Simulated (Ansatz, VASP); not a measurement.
## One calculation of Se, two programs

```xyz
3
Lattice="4.0377 0.0000 0.0000 -2.0188 3.4967 0.0000 0.0000 0.0000 5.1227" Properties=species:S:1:pos:R:3 pbc="T T T"
Se    1.0043    0.0000    1.7076
Se   -0.5021    0.8697    3.4151
Se    1.5167    2.6270    0.0000
```

Alike in both runs: functional PBEsol; k mesh 8 × 8 × 8; occupations fermi-dirac, width 0.05 eV; no spin polarisation.

Ansatz relaxed the structure, and its values are those at the end. VASP's run is a single point on that final structure, the one shown.

|  | VASP | Ansatz |
| --- | --- | --- |
| version | VASP 6.6.1 | Ansatz 0.2.0 |
| potentials or method | VASP PAW PBE potentials, release 64 (Se) | PAW with Ansatz's default frozen-core files, scalar-relativistic |
| plane-wave cutoff (eV) | 520 | 420 |
| valence electrons in the cell | 18 | 48 |

|  | VASP | Ansatz | Ansatz less VASP |
| --- | --- | --- | --- |
| pressure (GPa) | 0.2 | 0.0 | -0.17 |
| rms of the force components (eV/Å) | 0.018 | 0.000 | -0.0177 |

VASP's potentials were made for PBE, not for PBEsol. VASP's potentials hold 18 valence electrons a cell and Ansatz's 48, so a difference there can come from the potentials and not from the codes.
